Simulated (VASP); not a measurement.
# Rh (I4/mmm) in VASP: further runs

Runs on Rh. Level: PBE. Tasks: single point.

Program: VASP 6.6.1. These are calculated values, not measurements. Logs are shortened: lines on timing, memory, paths and dates and some standing lists are left out, and cuts for length are marked.

## Step 1: The cell of the first run

The structure is tetragonal, space group I4/mmm (No. 139). The conventional cell has a = 2.708 Å, b = 2.708 Å, c = 3.638 Å, α = 90.00°, β = 90.00°, γ = 90.00°. Within 3.9 Å of Rh (site symmetry 4/mmm) lie 18 Rh at 2.64 to 3.83 Å.

## Step 2: Single point, PBE (strain +0.000 along x and y, -0.050 along z)

The input, INCAR:

```
PREC     = Accurate       # precision mode
ENCUT    = 520            # plane-wave cutoff, eV
EDIFF    = 1E-6           # SCF threshold, eV
ISMEAR   = 0              # smearing method
SIGMA    = 0.15           # smearing width, eV
LREAL    = F              # projectors in reciprocal space
LASPH    = T              # aspherical terms in the spheres
NELM     = 60             # most SCF steps
ALGO     = Fast           # electronic algorithm
ISIF     = 2              # what is computed and relaxed
LWAVE    = F              # write WAVECAR
LCHARG   = T              # write CHGCAR
GGA      = PE             # functional
LELF     = T              # ELF
LVHAR    = T            
NBANDS   = 14             # bands
```

The input, KPOINTS:

```
regular mesh
0
Gamma
  26 26 26
```

The input, POSCAR:

```
Rh
1.0
    0.0000000000      1.9149654119      1.8192171413
    1.9149654119      0.0000000000      1.8192171413
    1.9149654119      1.9149654119      0.0000000000
Rh
1
Direct
    0.0000000000      0.0000000000      0.0000000000
```

Potentials or basis: VASP PAW PBE potentials, release 64 (Rh_pv).

Launch:

```console
cat potpaw_PBE.64/Rh_pv/POTCAR > POTCAR
mpirun -np 1 vasp_std > vasp.out
```

OUTCAR:

```text
PREC = Accurate
   ENCUT = 520
   EDIFF = 1E-6
   ISMEAR = 0
   LREAL = F
   LASPH = T
   NELM = 60
   ISIF = 2
   GGA = PE

 ion  position               nearest neighbor table
   1  0.000  0.000  0.000-

  LATTYP: Found a body centered tetragonal cell.
 ALAT       =     2.7081700570
 C/A-ratio  =     1.3435028843

  Lattice vectors:

 A1 = (   0.0000000000,  -1.9149654119,  -1.8192171413)
 A2 = (   0.0000000000,   1.9149654119,  -1.8192171413)
 A3 = (   1.9149654119,   0.0000000000,   1.8192171413)

Analysis of symmetry for initial positions (statically):
=====================================================================
 Subroutine PRICEL returns:
 Original cell was already a primitive cell.

 Routine SETGRP: Setting up the symmetry group for a
 body centered tetragonal supercell.

 Subroutine GETGRP returns: Found 16 space group operations
 (whereof 16 operations were pure point group operations)
 out of a pool of 16 trial point group operations.

The static configuration has the point symmetry D_4h.

Analysis of symmetry for dynamics (positions and initial velocities):
=====================================================================
 Subroutine PRICEL returns:
 Original cell was already a primitive cell.

 Routine SETGRP: Setting up the symmetry group for a
 body centered tetragonal supercell.

 Subroutine GETGRP returns: Found 16 space group operations
 (whereof 16 operations were pure point group operations)
 out of a pool of 16 trial point group operations.

The dynamic configuration has the point symmetry D_4h.

 Subroutine INISYM returns: Found 16 space group operations
 (whereof 16 operations are pure point group operations),
 and found     1 'primitive' translations

----------------------------------------------------------------------------------------

                                     Primitive cell

  volume of cell :      13.3425

  direct lattice vectors                    reciprocal lattice vectors
     0.000000000  1.914965412  1.819217141    -0.261101322  0.261101322  0.274843496
     1.914965412  0.000000000  1.819217141     0.261101322 -0.261101322  0.274843496
     1.914965412  1.914965412  0.000000000     0.261101322  0.261101322 -0.274843496

  length of vectors
     2.641333666  2.641333666  2.708170057     0.460311577  0.460311577  0.460311577

  position of ions in fractional coordinates (direct lattice)
     0.000000000  0.000000000  0.000000000

  ion indices of the primitive-cell ions
   primitive index   ion index
                 1           1

----------------------------------------------------------------------------------------

 KPOINTS: regular mesh

Automatic generation of k-mesh.
 Grid dimensions read from file:
 generate k-points for:   26   26   26

 Generating k-lattice:

  Cartesian coordinates                     Fractional coordinates (reciprocal lattice)
    -0.010042359  0.010042359  0.010570904     0.038461538  0.000000000  0.000000000
     0.010042359 -0.010042359  0.010570904     0.000000000  0.038461538  0.000000000
     0.010042359  0.010042359 -0.010570904    -0.000000000 -0.000000000  0.038461538

  Length of vectors
     0.017704291  0.017704291  0.017704291

  Shift w.r.t. Gamma in fractional coordinates (k-lattice)
     0.000000000  0.000000000  0.000000000

 Subroutine IBZKPT returns following result:
 ===========================================

 Found   1330 irreducible k-points:

 Following reciprocal coordinates:
            Coordinates               Weight
  0.000000  0.000000  0.000000      1.000000
  0.038462  0.000000  0.000000      8.000000
  0.076923  0.000000  0.000000      8.000000
  0.115385  0.000000  0.000000      8.000000
  0.153846  0.000000  0.000000      8.000000
  0.192308  0.000000  0.000000      8.000000
[... 16 lines left out ...]
  0.346154  0.038462  0.000000      8.000000
  0.384615  0.038462  0.000000      8.000000
 [... further k-points ...]
   k-points           NKPTS =   1330   k-points in BZ     NKDIM =   1330   number of bands    NBANDS=     14
   number of dos      NEDOS =    301   number of ions     NIONS =      1
   total plane-waves  NPLWV =   8000
   dimension x,y,z NGX =    20 NGY =   20 NGZ =   20
   dimension x,y,z NGXF=    40 NGYF=   40 NGZF=   40
   ions per type =               1
   NGX,Y,Z   is equivalent  to a cutoff of  12.59, 12.59, 12.28 a.u.
   NGXF,Y,Z  is equivalent  to a cutoff of  25.18, 25.18, 24.55 a.u.
 SYSTEM =  unknown system
   PREC   = accura    normal or accurate (medium, high low for compatibility)
   ISTART =      0    job   : 0-new  1-cont  2-samecut
   ICHARG =      2    charge: 1-file 2-atom 10-const
   ISPIN  =      1    spin polarized calculation?
   LNONCOLLINEAR =      F non collinear calculations
   LSORBIT =      F    spin-orbit coupling
   LASPH  =      T    aspherical Exc in radial PAW
   ENCUT  =  520.0 eV  38.22 Ry    6.18 a.u.   4.91  4.91  5.04*2*pi/ulx,y,z
   NELM   =     60;   NELMIN=  2; NELMDL= -5     # of ELM steps
   EDIFF  = 0.1E-05   stopping-criterion for ELM
   LREAL  =      F    real-space projection
   EDIFFG = 0.1E-04   stopping-criterion for IOM
   NSW    =      0    number of steps for IOM
   IBRION =     -1    ionic relax: 0-MD 1-quasi-New 2-CG
   NFREE  =      0    steps in history (QN), initial steepest desc. (CG)
   ISIF   =      2    stress and relaxation
   ISYM   =      2    0-nonsym 1-usesym 2-fastsym
   POTIM  = 0.5000    time-step for ionic-motion
   TEBEG  =    0.0;   TEEND  =   0.0 temperature during run
   PSTRESS=    0.0 pullay stress
   NELECT =      15.0000    total number of electrons
   NUPDOWN=      -1.0000    fix difference up-down
   EMIN   =  10.00;   EMAX   =-10.00  energy-range for DOS
   EFERMI =   0.00;   METHOD = LEGACY
   ISMEAR =     0;   SIGMA  =   0.15  broadening in eV -4-tet -1-fermi 0-gaus
   EFERMI_NEDOS =   21; number of points for ismear=-14 and -15
   IALGO  =     68    algorithm
   IMIX   =      4    mixing-type and parameters
     AMIX     =   0.40;   BMIX     =  1.00
     AMIX_MAG =   1.60;   BMIX_MAG =  1.00
  volume/ion in A,a.u.               =      13.34        90.04
  Fermi-wavevector in a.u.,A,eV,Ry     =   1.702262  3.216809 39.425555  2.897697
  Thomas-Fermi vector in A             =   2.782064
   LORBIT       =      0    0 simple, 1 ext, 2 COOP (PROOUT), +10 PAW based schemes
   GGA     = PE    functional components
   LHFCALC =     F    Hartree Fock is set to
   AEXX    =    0.0000 exact exchange contribution
   IVDW    =     0    specifies the selected vdW correction
   LEPSILON=     F    determine dielectric tensor
   LRPA    =     F    only Hartree local field effects (RPA)
 non-spin polarized calculation
 RMM-DIIS sequential band-by-band and
 Gauss-broadening in eV      SIGMA  =   0.15
  energy-cutoff  :      520.00
  volume of cell :       13.34
 maximum number of plane-waves:       371
   NGX =  9   NGY =  9   NGZ =  9

 number of electron      15.0000005 magnetization

 Free energy of the ion-electron system (eV)
  ---------------------------------------------------
  ext. energy  EPLUGINS =         0.00000000
  ---------------------------------------------------
  free energy    TOTEN  =        -7.21474793 eV

  energy without entropy =       -7.20044409  energy(sigma->0) =       -7.20759601

 E-fermi :  12.4549     XC(G=0): -14.2254

 val. band max:       12.4529350495   @ k =   0.3462   0.0000   0.0769
 cond. band min:      12.4552890575   @ k =  -0.3077   0.0000   0.0385
 fundamental gap:      0.0023540081
 Fermi energy:        12.4549217108

 k-point     1 :       0.0000    0.0000    0.0000
  band No.  band energies     occupation
      1     -33.9739      2.00000
      2     -33.9739      2.00000
      3     -33.9421      2.00000
      4       4.2826      2.00000
      5       9.0734      2.00000
      6       9.0734      2.00000
      7       9.6216      2.00000
      8      11.0739      2.00000
      9      11.7461      2.00000
     10      28.4815      0.00000
     11      32.9164      0.00000
     12      33.5139      0.00000
     13      33.5139      0.00000
     14      35.2463      0.00000

 k-point     2 :       0.0385    0.0000    0.0000
  band No.  band energies     occupation
      1     -33.9828      2.00000
      2     -33.9760      2.00000
      3     -33.9467      2.00000
      4       4.3445      2.00000
      5       9.0660      2.00000
      6       9.0981      2.00000
      7       9.6245      2.00000
      8      11.0637      2.00000
      9      11.7277      2.00000
     10      28.5742      0.00000
     11      32.9155      0.00000
     12      33.3289      0.00000
     13      33.6053      0.00000
     14      35.1458      0.00000

 k-point     3 :       0.0769    0.0000    0.0000
  band No.  band energies     occupation
      1     -34.0145      2.00000
      2     -33.9821      2.00000
      3     -33.9547      2.00000
      4       4.5266      2.00000
      5       9.0345      2.00000
      6       9.1668      2.00000
      7       9.6457      2.00000
      8      11.0397      2.00000
      9      11.6774      2.00000
     10      28.8388      0.00000
     11      32.6938      0.00000
     12      32.9198      0.00000
     13      33.8756      0.00000
     14      35.1614      0.00000

 k-point     4 :       0.1154    0.0000    0.0000
  band No.  band energies     occupation
      1     -34.0701      2.00000
      2     -33.9919      2.00000
      3     -33.9623      2.00000
      4       4.8162      2.00000
      5       8.9705      2.00000
      6       9.2618      2.00000
      7       9.7029      2.00000
      8      11.0225      2.00000
      9      11.6108      2.00000
     10      29.2325      0.00000
     11      31.7398      0.00000
     12      32.9174      0.00000
     13      34.3135      0.00000
     14      35.4785      0.00000

 k-point     5 :       0.1538    0.0000    0.0000
  band No.  band energies     occupation
      1     -34.1446      2.00000
      2     -34.0047      2.00000
      3     -33.9706      2.00000
      4       5.1874      2.00000
      5       8.8974      2.00000
      6       9.3515      2.00000
      7       9.7876      2.00000
      8      11.0467      2.00000
      9      11.5542      2.00000
     10      29.6710      0.00000
     11      30.6662      0.00000
[... 276 lines left out ...]
 k-point    22 :       0.3077    0.0385    0.0000
  band No.  band energies     occupation
      1     -34.4953      2.00000
      2     -34.0763      2.00000
      3     -34.0059      2.00000
      4       6.3253      2.00000
      5       9.2904      2.00000
      6       9.5855      2.00000
      7       9.8159      2.00000
      8      11.8463      2.00000
      9      12.0918      1.99938
     10      26.3994      0.00000
     11      29.7575      0.00000
     12      32.9169      0.00000
     13      35.9253      0.00000
     14      38.0866      0.00000

 k-point    23 :       0.3462    0.0385    0.0000
  band No.  band energies     occupation
      1     -34.5829      2.00000
      2     -34.0910      2.00000
      3     -34.0157      2.00000
      4       6.3315      2.00000
      5       9.1852      2.00000
      6       9.7019      2.00000
      7      10.2449      2.00000
      8      12.2083      1.97996
      9      12.4372      1.13272
     10      25.1636      0.00000
     11      29.2521      0.00000
     12      32.9171      0.00000
     13      35.3020      0.00000
     14      37.1117      0.00000

 k-point    24 :       0.3846    0.0385    0.0000
  band No.  band energies     occupation
      1     -34.6580      2.00000
      2     -34.1032      2.00000
      3     -34.0249      2.00000
      4       6.2786      2.00000
      5       9.0833      2.00000
      6       9.6024      2.00000
      7      10.9451      2.00000
      8      12.6352      0.08928
      9      12.7576      0.00432
     10      23.9340      0.00000
     11      28.7672      0.00000
     12      32.9172      0.00000
     13      34.5719      0.00000
     14      36.1517      0.00000

 [... further k-points ...]

------------------------ aborting loop because EDIFF is reached ----------------------------------------

  FORCE on cell =-STRESS in cart. coord.  units (eV):
  Direction    XX          YY          ZZ          XY          YZ          ZX
  --------------------------------------------------------------------------------------
  -------------------------------------------------------------------------------------
  Total        0.9377068      0.9377068      2.0085052      0.0000000     -0.0000000      0.0000000
  in kB      112.6007443    112.6007443    241.1832510      0.0000000     -0.0000000      0.0000000
  external PRESSURE =     155.4615799 kB  Pullay stress =       0.0000000 kB

 VOLUME and BASIS-vectors are now :
 -----------------------------------------------------------------------------
  energy-cutoff  :      520.00
  volume of cell :       13.34
      direct lattice vectors                 reciprocal lattice vectors
     0.000000000  1.914965412  1.819217141    -0.261101322  0.261101322  0.274843496
     1.914965412  0.000000000  1.819217141     0.261101322 -0.261101322  0.274843496
     1.914965412  1.914965412  0.000000000     0.261101322  0.261101322 -0.274843496

 POSITION                                       TOTAL-FORCE (eV/Angst)
 -----------------------------------------------------------------------------------
      0.00000      0.00000      0.00000         0.000000      0.000000      0.000000
 -----------------------------------------------------------------------------------
    total drift:                               -0.000000     -0.000000     -0.000000

  FREE ENERGIE OF THE ION-ELECTRON SYSTEM (eV)
  ---------------------------------------------------
  free  energy   TOTEN  =        -7.2147479253 eV

  energy  without entropy=       -7.2004440879  energy(sigma->0) =       -7.20759601
```

Wall time 2.2 min (1 thread of AMD EPYC 9R45 (Zen 5), shared host); peak memory 0.29 GiB.

Results:

```yaml
Free_energy: -7.2147 eV
Pressure: 15.5 GPa
Band_gap_on_the_k_mesh: zero (an odd number of electrons rules out a gap without spin polarisation)
```

Caveat: the cell differs from its parent crystal (strain +0.000 along x and y, -0.050 along z); the stress differs along the axes, from 11 to 24 GPa.

## Step 3: Single point, PBE (strain +0.025 along x and y, -0.050 along z)

The input, INCAR:

```
SYSTEM = Rh
ALGO     = Fast           ! electronic algorithm
EDIFF    = 1E-6           ! SCF threshold, eV
ENCUT    = 520            ! plane-wave cutoff, eV
GGA      = PE             ! functional
ISIF     = 2              ! what is computed and relaxed
ISMEAR   = 0              ! smearing method
LASPH    = .TRUE.         ! aspherical terms in the spheres
LCHARG   = .TRUE.         ! write CHGCAR
LELF     = .TRUE.         ! ELF
LREAL    = .FALSE.        ! projectors in reciprocal space
LVHAR    = .TRUE.       
LWAVE    = .FALSE.        ! write WAVECAR
NBANDS   = 14             ! bands
NELM     = 80             ! most SCF steps
PREC     = Accurate       ! precision mode
SIGMA    = 0.15           ! smearing width, eV
```

The input, KPOINTS:

```
k-points
0
G
  26 26 26
  0 0 0
```

The input, POSCAR:

```
Rh
1.0
    0.0000000000      1.9628395472      1.8192171413
    1.9628395472      0.0000000000      1.8192171413
    1.9628395472      1.9628395472      0.0000000000
Rh
1
Direct
    0.0000000000      0.0000000000      0.0000000000
```

Potentials or basis: VASP PAW PBE potentials, release 64 (Rh_pv).

Launch:

```console
cat potpaw_PBE.64/Rh_pv/POTCAR > POTCAR
mpirun -np 1 vasp_std > vasp.out
```

Wall time 2.6 min (1 thread of AMD EPYC 9R45 (Zen 5), shared host); peak memory 0.31 GiB.

It converged, with:

```yaml
Free_energy: -7.2292 eV
Pressure: 1.3 GPa
Band_gap_on_the_k_mesh: zero (an odd number of electrons rules out a gap without spin polarisation)
```

Stress tensor (GPa, compression positive):
```
-3.95  0.00  0.00
 0.00 -3.95  0.00
 0.00  0.00 11.92
```

Levels at points of the mesh, in eV from the Fermi level:
```csv
k point,band 4,band 5,band 6,band 7,band 8,band 9,band 10,band 11
"(0.00, 0.00, 0.00)",-7.80,-3.18,-3.18,-2.44,-1.43,-0.53,16.12,20.62
"(0.50, 0.00, 0.00)",-5.94,-3.45,-2.59,0.35,0.78,0.79,8.50,15.42
"(0.50, 0.50, 0.00)",-6.12,-5.81,0.52,1.00,1.00,4.38,12.32,12.32
"(0.50, 0.00, 0.50)",-6.11,-5.69,0.50,0.62,1.24,2.74,11.36,13.33
```

Caveat: the cell differs from its parent crystal (strain +0.025 along x and y, -0.050 along z); the stress differs along the axes, from -4 to 12 GPa.
